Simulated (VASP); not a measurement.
Input of a VASP 6.6.1 run:

File INCAR:

```
SYSTEM = Ni
  PREC = Accurate
  ENCUT = 520
  EDIFF = 1E-7
  ISMEAR = 0
  SIGMA = 0.15
  LREAL = .FALSE.
  LASPH = .TRUE.
  NELM = 150
  ALGO = Fast
  ISIF = 2
  LWAVE = .FALSE.
  LCHARG = .FALSE.
  ISPIN = 2
  MAGMOM = 0.75
  LORBIT = 11
  LMAXMIX = 4
  GGA = PE
  NBANDS = 15
```

KPOINTS

```
Automatic mesh
0
G
  32 32 32
  0 0 0
```

The input POSCAR:

```
Ni
1.0
   -0.3812566948      1.5907606923      1.5907606923
    1.5907606923     -0.3812566948      1.5907606923
    1.5907606923      1.5907606923     -0.3812566948
Ni
1
Direct
    0.0000000000      0.0000000000      0.0000000000
```

Potentials or basis: VASP PAW PBE potentials, release 64 (Ni).

Run with:

```bash
$ cat potpaw_PBE.64/Ni/POTCAR > POTCAR
$ mpirun -np 1 vasp_std > vasp.out
```

Problem. Predict the pressure.

Solution. 15.6 GPa.

Problem. What does it give for the net moment?

Solution. 0.00 μB per cell.

Problem. Estimate the band gap on the k mesh.

Solution. Zero (filled and empty bands overlap).

Stress tensor (GPa, compression positive):
```
15.59 14.26 14.26
14.26 15.59 14.26
14.26 14.26 15.59
```

Caveat: the cell stands under pressure; the moments typed at the start vanished in this run.
